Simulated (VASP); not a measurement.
# Li (P6_3/mmc) in VASP: notebook

Li is run at these levels: PBEsol, PBEsol+D3(BJ); tasks: single point.

Everything below comes from runs of VASP 6.6.1. Logs are shortened: lines on timing, memory, paths and dates and some standing lists are left out, and cuts for length are marked.

### 1 The cell of the first run

The structure is hexagonal, space group P6_3/mmc (No. 194). Conventional cell: a = 2.427 Å, b = 2.427 Å, c = 3.967 Å, α = 90.00°, β = 90.00°, γ = 120.00°. Within 3.2 Å of Li (site symmetry -6m2) lie 12 Li at 2.43 Å.

### 2 Single point, PBEsol

Input file INCAR:

```
SYSTEM = Li
PREC = Accurate
ENCUT = 520
EDIFF = 1E-7
ISMEAR = -1
SIGMA = 0.1
LREAL = .False.
LASPH = .True.
NELM = 60
ALGO = Normal
ISIF = 2
LWAVE = .False.
LCHARG = .False.
GGA = PS
NBANDS = 10
```

Input file KPOINTS:

```
Automatic mesh
0
Gamma
  14 14 8
  0 0 0
```

Input file POSCAR:

```
Li
1.0
    2.4267844211      0.0000000000      0.0000000000
   -1.2133922106      2.1016569582      0.0000000000
    0.0000000000      0.0000000000      3.9672377059
Li
2
Direct
    0.3333333333      0.6666666667      0.2500000000
    0.6666666667      0.3333333333      0.7500000000
```

Potentials or basis: VASP PAW PBE potentials, release 64 (Li_sv).

Launch:

```
$ cat potpaw_PBE.64/Li_sv/POTCAR > POTCAR
$ mpirun -np 1 vasp_std > vasp.out
```

OUTCAR:

```text
SYSTEM = Li
   PREC = Accurate
   ENCUT = 520
   EDIFF = 1E-7
   ISMEAR = -1
   LREAL = .False.
   LASPH = .True.
   NELM = 60
   ISIF = 2
   GGA = PS

 ion  position               nearest neighbor table
   1  0.333  0.667  0.250-   2 2.43   2 2.43   2 2.43   2 2.43   2 2.43   2 2.43
   2  0.667  0.333  0.750-   1 2.43   1 2.43   1 2.43   1 2.43   1 2.43   1 2.43

  LATTYP: Found a hexagonal cell.
 ALAT       =     2.4267844211
 C/A-ratio  =     1.6347713754

  Lattice vectors:

 A1 = (   2.4267844211,   0.0000000000,   0.0000000000)
 A2 = (  -1.2133922106,   2.1016569582,   0.0000000000)
 A3 = (   0.0000000000,   0.0000000000,   3.9672377059)

Analysis of symmetry for initial positions (statically):
=====================================================================
 Subroutine PRICEL returns:
 Original cell was already a primitive cell.

 Routine SETGRP: Setting up the symmetry group for a
 hexagonal supercell.

 Subroutine GETGRP returns: Found 24 space group operations
 (whereof 12 operations were pure point group operations)
 out of a pool of 24 trial point group operations.

The static configuration has the point symmetry D_3d.
 The point group associated with its full space group is D_6h.

Analysis of symmetry for dynamics (positions and initial velocities):
=====================================================================
 Subroutine PRICEL returns:
 Original cell was already a primitive cell.

 Routine SETGRP: Setting up the symmetry group for a
 hexagonal supercell.

 Subroutine GETGRP returns: Found 24 space group operations
 (whereof 12 operations were pure point group operations)
 out of a pool of 24 trial point group operations.

The dynamic configuration has the point symmetry D_3d.
 The point group associated with its full space group is D_6h.

 Subroutine INISYM returns: Found 24 space group operations
 (whereof 12 operations are pure point group operations),
 and found     1 'primitive' translations

----------------------------------------------------------------------------------------

                                     Primitive cell

  volume of cell :      20.2340

  direct lattice vectors                    reciprocal lattice vectors
     2.426784421  0.000000000  0.000000000     0.412067916  0.237907522  0.000000000
    -1.213392211  2.101656958  0.000000000     0.000000000  0.475815045  0.000000000
     0.000000000  0.000000000  3.967237706     0.000000000  0.000000000  0.252064553

  length of vectors
     2.426784421  2.426784421  3.967237706     0.475815045  0.475815045  0.252064553

  position of ions in fractional coordinates (direct lattice)
     0.333333333  0.666666667  0.250000000
     0.666666667  0.333333333  0.750000000

  ion indices of the primitive-cell ions
   primitive index   ion index
                 1           1
                 2           2

----------------------------------------------------------------------------------------

 KPOINTS: Automatic mesh

Automatic generation of k-mesh.
 Grid dimensions read from file:
 generate k-points for:   14   14    8

 Generating k-lattice:

  Cartesian coordinates                     Fractional coordinates (reciprocal lattice)
     0.029433423  0.016993394  0.000000000     0.071428571  0.000000000  0.000000000
     0.000000000  0.033986789  0.000000000     0.000000000  0.071428571  0.000000000
     0.000000000  0.000000000  0.031508069     0.000000000  0.000000000  0.125000000

  Length of vectors
     0.033986789  0.033986789  0.031508069

  Shift w.r.t. Gamma in fractional coordinates (k-lattice)
     0.000000000  0.000000000  0.000000000

 Subroutine IBZKPT returns following result:
 ===========================================

 Found    120 irreducible k-points:

 Following reciprocal coordinates:
            Coordinates               Weight
  0.000000  0.000000  0.000000      1.000000
  0.071429  0.000000  0.000000      6.000000
  0.142857  0.000000  0.000000      6.000000
  0.214286 -0.000000  0.000000      6.000000
  0.285714  0.000000  0.000000      6.000000
  0.357143  0.000000  0.000000      6.000000
[... 16 lines left out ...]
  0.285714  0.285714  0.000000      6.000000
  0.357143  0.285714  0.000000      6.000000
 [... further k-points ...]
   k-points           NKPTS =    120   k-points in BZ     NKDIM =    120   number of bands    NBANDS=     10
   number of dos      NEDOS =    301   number of ions     NIONS =      2
   total plane-waves  NPLWV =   9720
   dimension x,y,z NGX =    18 NGY =   18 NGZ =   30
   dimension x,y,z NGXF=    36 NGYF=   36 NGZF=   60
   ions per type =               2
   NGX,Y,Z   is equivalent  to a cutoff of  12.33, 12.33, 12.57 a.u.
   NGXF,Y,Z  is equivalent  to a cutoff of  24.66, 24.66, 25.14 a.u.
 SYSTEM =  Li
   PREC   = accura    normal or accurate (medium, high low for compatibility)
   ISTART =      0    job   : 0-new  1-cont  2-samecut
   ICHARG =      2    charge: 1-file 2-atom 10-const
[... 67 lines left out ...]
      6      23.1455      0.00000
      7      23.1456      0.00000
      8      25.2662      0.00000
      9      25.2662      0.00000
     10      26.4042      0.00000

 k-point     2 :       0.0714    0.0000    0.0000
  band No.  band energies     occupation
      1     -41.8621      2.00000
      2     -41.6395      2.00000
      3      -0.7325      2.00000
      4       2.9438      1.89060
      5       9.3670      0.00000
      6      21.7895      0.00000
      7      22.0908      0.00000
      8      25.4040      0.00000
      9      26.0062      0.00000
     10      26.2679      0.00000

 k-point     3 :       0.1429    0.0000    0.0000
  band No.  band energies     occupation
      1     -41.8338      2.00000
      2     -41.6268      2.00000
      3      -0.4721      2.00000
      4       3.4566      0.18587
      5       9.1935      0.00000
      6      19.2270      0.00000
      7      20.5251      0.00000
      8      25.3901      0.00000
      9      25.7787      0.00000
     10      25.9712      0.00000

 k-point     4 :       0.2143   -0.0000    0.0000
  band No.  band energies     occupation
      1     -41.7918      2.00000
      2     -41.6095      2.00000
      3      -0.0296      2.00000
      4       4.3099      0.00004
      5       8.8632      0.00000
      6      16.7696      0.00000
      7      19.1279      0.00000
      8      22.8978      0.00000
      9      23.1141      0.00000
     10      25.5348      0.00000

 k-point     5 :       0.2857    0.0000    0.0000
  band No.  band energies     occupation
      1     -41.7427      2.00000
      2     -41.5922      2.00000
      3       0.6013      2.00000
      4       5.5010      0.00000
      5       8.2485      0.00000
      6      14.9522      0.00000
      7      18.0067      0.00000
      8      19.7251      0.00000
      9      20.5798      0.00000
     10      24.6989      0.00000

 k-point     6 :       0.3571    0.0000    0.0000
  band No.  band energies     occupation
      1     -41.6951      2.00000
      2     -41.5798      2.00000
      3       1.4111      2.00000
      4       7.0218      0.00000
      5       7.2367      0.00000
      6      14.0605      0.00000
      7      16.6404      0.00000
      8      17.1939      0.00000
      9      18.4477      0.00000
     10      24.0192      0.00000
[... 183 lines left out ...]
 k-point    21 :       0.2857    0.2143    0.0000
  band No.  band energies     occupation
      1     -41.6454      2.00000
      2     -41.5731      2.00000
      3       2.6581      1.99338
      4       7.5591      0.00000
      5       9.0320      0.00000
      6       9.6387      0.00000
      7      14.0644      0.00000
      8      16.0680      0.00000
      9      19.2519      0.00000
     10      22.4434      0.00000

 k-point    22 :       0.3571    0.2143    0.0000
  band No.  band energies     occupation
      1     -41.6200      2.00000
      2     -41.5759      2.00000
      3       3.6682      0.02439
      4       6.3584      0.00000
      5       9.3802      0.00000
      6      10.9220      0.00000
      7      13.4074      0.00000
      8      13.6643      0.00000
      9      18.7670      0.00000
     10      22.1742      0.00000

 k-point    23 :       0.2857    0.2857    0.0000
  band No.  band energies     occupation
      1     -41.6164      2.00000
      2     -41.5766      2.00000
      3       3.7647      0.00936
      4       7.5395      0.00000
      5       7.7309      0.00000
      6      10.8213      0.00000
      7      13.2871      0.00000
      8      14.9307      0.00000
      9      17.1034      0.00000
     10      22.7222      0.00000

 k-point    24 :       0.3571    0.2857    0.0000
  band No.  band energies     occupation
      1     -41.6005      2.00000
      2     -41.5832      2.00000
      3       4.5674      0.00000
      4       6.5785      0.00000
      5       7.6238      0.00000
      6      12.4161      0.00000
      7      13.0025      0.00000
      8      13.4658      0.00000
      9      16.4722      0.00000
     10      22.8506      0.00000

 [... further k-points ...]

------------------------ aborting loop because EDIFF is reached ----------------------------------------

  FORCE on cell =-STRESS in cart. coord.  units (eV):
  Direction    XX          YY          ZZ          XY          YZ          ZX
  --------------------------------------------------------------------------------------
  -------------------------------------------------------------------------------------
  Total        3.7562576      3.7562576      3.7789189     -0.0000000     -0.0000000      0.0000000
  in kB      297.4299539    297.4299539    299.2243301     -0.0000000     -0.0000000      0.0000000
  external PRESSURE =     298.0280793 kB  Pullay stress =       0.0000000 kB

 VOLUME and BASIS-vectors are now :
 -----------------------------------------------------------------------------
  energy-cutoff  :      520.00
  volume of cell :       20.23
      direct lattice vectors                 reciprocal lattice vectors
     2.426784421  0.000000000  0.000000000     0.412067916  0.237907522  0.000000000
    -1.213392211  2.101656958  0.000000000     0.000000000  0.475815045  0.000000000
     0.000000000  0.000000000  3.967237706     0.000000000  0.000000000  0.252064553

 POSITION                                       TOTAL-FORCE (eV/Angst)
 -----------------------------------------------------------------------------------
     -0.00000      1.40110      0.99181        -0.000000      0.000000      0.000000
      1.21339      0.70055      2.97543         0.000000     -0.000000      0.000000
 -----------------------------------------------------------------------------------
    total drift:                               -0.000000      0.000000     -0.000000

  FREE ENERGIE OF THE ION-ELECTRON SYSTEM (eV)
  ---------------------------------------------------
  free  energy   TOTEN  =        -2.8081422609 eV

  energy  without entropy=       -2.7832512492  energy(sigma->0) =       -2.79569676
```

It took 11 s on 1 thread of Intel Xeon 6975P-C (Granite Rapids), shared host; peak memory 0.13 GiB.

Results:

```
Free energy            : -2.8081 eV
Band gap on the k mesh : zero (band 3 reaches 5.91 eV, above the bottom of band 4 at 0.38 eV)
```

Caveat: the cutoff is under 1.25 times the usual one of these potentials, so pressure, stress and relaxed cells hold a basis-set (Pulay) error; the PAW data sets were made with another functional, which shifts forces and pressure a little.

### 3 Single point, PBEsol

This run uses another cell than the first one, of 11.74 Å³/atom, 1.160 times its volume.

Input file INCAR:

```
SYSTEM = Li
PREC     = Accurate       ! precision mode
ENCUT    = 520            ! plane-wave cutoff, eV
EDIFF    = 1E-7           ! SCF threshold, eV
ISMEAR   = -1             ! smearing method
SIGMA    = 0.1            ! smearing width, eV
LREAL    = .FALSE.        ! projectors in reciprocal space
LASPH    = .TRUE.         ! aspherical terms in the spheres
NELM     = 60             ! most SCF steps
ALGO     = Normal         ! electronic algorithm
ISIF     = 2              ! what is computed and relaxed
LWAVE    = .FALSE.        ! write WAVECAR
LCHARG   = .FALSE.        ! write CHGCAR
GGA      = PS             ! functional
NBANDS   = 10             ! bands
```

Input file KPOINTS:

```
regular mesh
0
G
  14 14 8
  0 0 0
```

Input file POSCAR:

```
Li
1.0
    2.5498650408      0.0000000000      0.0000000000
   -1.2749325204      2.2082479016      0.0000000000
    0.0000000000      0.0000000000      4.1684463798
Li
2
Direct
    0.3333333333      0.6666666667      0.2500000000
    0.6666666667      0.3333333333      0.7500000000
```

Potentials or basis: VASP PAW PBE potentials, release 64 (Li_sv).

Launch:

```
$ cat potpaw_PBE.64/Li_sv/POTCAR > POTCAR
$ mpirun -np 1 vasp_std > vasp.out
```

Wall time 11 s (1 thread of Intel Xeon 6975P-C (Granite Rapids), shared host); peak memory 0.13 GiB.

The run converged. Its results:

```
Free energy            : -3.2910 eV
Band gap on the k mesh : zero (band 3 reaches 5.04 eV, above the bottom of band 4 at -0.28 eV)
```

Levels at points of the mesh, in eV from the Fermi level:
| k point | band 1 | band 2 | band 3 | band 4 | band 5 | band 6 | band 7 | band 8 |
| --- | --- | --- | --- | --- | --- | --- | --- | --- |
| (0.00, 0.00, 0.00) | -45.17 | -45.03 | -4.04 | -0.33 | 5.31 | 18.09 | 18.09 | 20.03 |
| (0.50, 0.00, 0.00) | -45.03 | -44.99 | -0.28 | 1.85 | 6.55 | 8.03 | 9.73 | 11.63 |
| (0.00, 0.00, 0.50) | -45.10 | -45.10 | -2.81 | -2.81 | 11.69 | 11.69 | 19.45 | 19.45 |
| (0.50, 0.00, 0.50) | -45.01 | -45.01 | 0.72 | 0.72 | 5.76 | 5.76 | 14.12 | 14.12 |

Caveat: the cutoff is under 1.25 times the usual one of these potentials, so pressure, stress and relaxed cells hold a basis-set (Pulay) error; the PAW data sets were made with another functional, which shifts forces and pressure a little.

### 4 Single point, PBEsol

Input file INCAR:

```
PREC = Accurate
ENCUT = 520
EDIFF = 1E-7
ISMEAR = -1
SIGMA = 0.1
LREAL = False
LASPH = True
NELM = 60
ALGO = Normal
ISIF = 2
LWAVE = False
LCHARG = True
GGA = PS
LELF = True
LVHAR = True
NBANDS = 10
```

Input file KPOINTS:

```
Automatic mesh
0
Gamma
  14 14 8
```

POSCAR is that of step 3.

Launch:

```
$ cat potpaw_PBE.64/Li_sv/POTCAR > POTCAR
$ mpirun -np 1 vasp_std > vasp.out
```

Wall time 9.1 s (1 thread of Intel Xeon 6975P-C (Granite Rapids), shared host); peak memory 0.14 GiB.

It converged, with:

```yaml
Free_energy: -3.2910 eV
Band_gap_on_the_k_mesh: zero (band 3 reaches 5.04 eV, above the bottom of band 4 at -0.28 eV)
```

Levels at points of the mesh, in eV from the Fermi level:
```csv
k point,band 1,band 2,band 3,band 4,band 5,band 6,band 7
"(0.00, 0.00, 0.00)",-45.17,-45.03,-4.04,-0.33,5.31,18.09,18.09
"(0.50, 0.00, 0.00)",-45.03,-44.99,-0.28,1.85,6.55,8.03,9.73
"(0.00, 0.00, 0.50)",-45.10,-45.10,-2.81,-2.81,11.69,11.69,19.45
"(0.50, 0.00, 0.50)",-45.01,-45.01,0.72,0.72,5.76,5.76,14.12
```

Caveat: the cutoff is under 1.25 times the usual one of these potentials, so pressure, stress and relaxed cells hold a basis-set (Pulay) error; the PAW data sets were made with another functional, which shifts forces and pressure a little.

### 5 Single point, PBEsol+D3(BJ)

This run uses another cell than the first one, of 11.74 Å³/atom, 1.160 times its volume.

Input file INCAR:

```
SYSTEM = Li
PREC = Accurate
ENCUT = 520
EDIFF = 1E-7
ISMEAR = -1
SIGMA = 0.1
LREAL = .FALSE.
LASPH = .TRUE.
NELM = 100
ALGO = Normal
ISIF = 2
LWAVE = .FALSE.
LCHARG = .FALSE.
GGA = PS
IVDW = 12
NBANDS = 10
```

Input file KPOINTS:

```
Automatic mesh
0
G
  14 14 8
  0 0 0
```

POSCAR is that of step 4.

Launch:

```
$ cat potpaw_PBE.64/Li_sv/POTCAR > POTCAR
$ mpirun -np 1 vasp_std > vasp.out
```

It took 8.9 s on 1 thread of Intel Xeon 6975P-C (Granite Rapids), shared host; peak memory 0.15 GiB.

The run converged. Its results:

```yaml
Free_energy: -3.8132 eV
Band_gap_on_the_k_mesh: zero (band 3 reaches 5.04 eV, above the bottom of band 4 at -0.28 eV)
Dispersion_energy_per_atom: -0.261 eV
```

Levels at points of the mesh, in eV from the Fermi level:
| k point | band 1 | band 2 | band 3 | band 4 | band 5 | band 6 | band 7 | band 8 |
| --- | --- | --- | --- | --- | --- | --- | --- | --- |
| (0.00, 0.00, 0.00) | -45.17 | -45.03 | -4.04 | -0.33 | 5.31 | 18.09 | 18.09 | 20.03 |
| (0.50, 0.00, 0.00) | -45.03 | -44.99 | -0.28 | 1.85 | 6.55 | 8.03 | 9.73 | 11.63 |
| (0.00, 0.00, 0.50) | -45.10 | -45.10 | -2.81 | -2.81 | 11.69 | 11.69 | 19.45 | 19.45 |
| (0.50, 0.00, 0.50) | -45.01 | -45.01 | 0.72 | 0.72 | 5.76 | 5.76 | 14.12 | 14.12 |

Caveat: the cutoff is under 1.25 times the usual one of these potentials, so pressure, stress and relaxed cells hold a basis-set (Pulay) error; three body term missing; the PAW data sets were made with another functional, which shifts forces and pressure a little; pairwise dispersion overbinds metals, which lowers pressure and volume.

### 6 Single point, PBEsol

This run uses another cell than the first one, of 13.76 Å³/atom, 1.360 times its volume.

Input file INCAR:

```
SYSTEM = Li
PREC = Accurate
ENCUT = 520
EDIFF = 1E-6
ISMEAR = -1
SIGMA = 0.1
LREAL = .False.
LASPH = .True.
NELM = 100
ALGO = Normal
ISIF = 2
LWAVE = .False.
LCHARG = .False.
GGA = PS
NBANDS = 10
```

Input file KPOINTS:

```
regular mesh
0
Gamma
  14 14 8
  0 0 0
```

Input file POSCAR:

```
Li
1.0
    2.6887112712      0.0000000000      0.0000000000
   -1.3443556356      2.3284922643      0.0000000000
    0.0000000000      0.0000000000      4.3954282228
Li
2
Direct
    0.3333333333      0.6666666667      0.2500000000
    0.6666666667      0.3333333333      0.7500000000
```

Potentials or basis: VASP PAW PBE potentials, release 64 (Li_sv).

Launch:

```
$ cat potpaw_PBE.64/Li_sv/POTCAR > POTCAR
$ mpirun -np 1 vasp_std > vasp.out
```

It took 9.6 s on 1 thread of Intel Xeon 6975P-C (Granite Rapids), shared host; peak memory 0.14 GiB.

It converged, with:

* Free energy: -3.6425 eV
* Band gap on the k mesh: zero (band 3 reaches 4.20 eV, above the bottom of band 4 at -0.85 eV)

Levels at points of the mesh, in eV from the Fermi level:
```tsv
k point	band 1	band 2	band 3	band 4	band 5	band 6	band 7
(0.00, 0.00, 0.00)	-45.32	-45.24	-3.95	-0.21	4.48	16.28	16.28
(0.50, 0.00, 0.00)	-45.24	-45.22	-0.20	1.58	5.95	7.33	8.56
(0.00, 0.00, 0.50)	-45.28	-45.28	-2.73	-2.73	10.47	10.47	17.49
(0.50, 0.00, 0.50)	-45.23	-45.23	0.72	0.72	5.01	5.01	12.74
```

Caveat: the cutoff is under 1.25 times the usual one of these potentials, so pressure, stress and relaxed cells hold a basis-set (Pulay) error; the PAW data sets were made with another functional, which shifts forces and pressure a little.

### 7 The runs side by side

```tsv
level	cell	gap on the mesh (eV)
PBEsol	a = 2.427, b = 2.427, c = 3.967 Å, angles 90.0, 90.0, 120.0°, 2 atoms	none
PBEsol	a = 2.550, b = 2.550, c = 4.168 Å, angles 90.0, 90.0, 120.0°, 2 atoms	none
PBEsol+D3(BJ)	a = 2.550, b = 2.550, c = 4.168 Å, angles 90.0, 90.0, 120.0°, 2 atoms	none
PBEsol	a = 2.689, b = 2.689, c = 4.395 Å, angles 90.0, 90.0, 120.0°, 2 atoms	none
```

Alike in all rows: task single point; potentials or basis VASP PAW PBE potentials, release 64 (Li_sv); no spin polarisation; k mesh 14 × 14 × 8; cutoff (eV) 520; smearing fermi-dirac 0.1 eV.

Caveats: the cutoff is under 1.25 times the usual one of these potentials, so pressure, stress and relaxed cells hold a basis-set (Pulay) error; the PAW data sets were made with another functional, which shifts forces and pressure a little; three body term missing (some runs); pairwise dispersion overbinds metals, which lowers pressure and volume (some runs).

Absolute energies hang on the potentials; compare differences alone.
